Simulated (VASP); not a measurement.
Ge:

```xyz
2
Lattice="-2.5745 2.5745 1.3974 2.5745 -2.5745 1.3974 2.5745 2.5745 -1.3974" Properties=species:S:1:pos:R:3 pbc="T T T"
Ge    0.0000    0.0000    1.3974
Ge    2.5745    0.0000    0.6987
```

* Program: VASP 6.6.1
* Task: relaxation of cell and atoms
* Functional: LDA
* Potentials or basis: VASP PAW LDA potentials, release 64 (Ge_d)
* Cutoff: 600 eV
* k mesh: 11 × 11 × 11
* Occupations: fermi-dirac, width 0.05 eV
* Spin: no spin polarisation

At the start: pressure -2.4 GPa; volume 18.52 Å³/atom.

**Question.** How do energy, volume and symmetry change on relaxing?

**Answer.** Over 3 steps the energy falls by 4.1 meV/atom and the volume is 17.97 Å³/atom (-3.0 %); space group I4_1/amd (No. 141, to 0.1 Å) before and after.

Step by step:
| step | energy change (eV) | largest force (eV/Å) | pressure (GPa) | volume (Å³) |
| --- | --- | --- | --- | --- |
| 1 | 0.0000 | 0.0000 | -2.37 | 37.05 |
| 2 | -0.0073 | 0.0000 | 0.64 | 35.60 |
| 3 | -0.0082 | 0.0000 | 0.09 | 35.94 |

Final structure:
```
Ge
1.0
    -2.54946    2.54946    1.38218
     2.54946   -2.54946    1.38218
     2.54946    2.54946   -1.38218
Ge
2
Direct
  0.50000 0.50000 0.00000
  0.25000 0.75000 0.50000
```
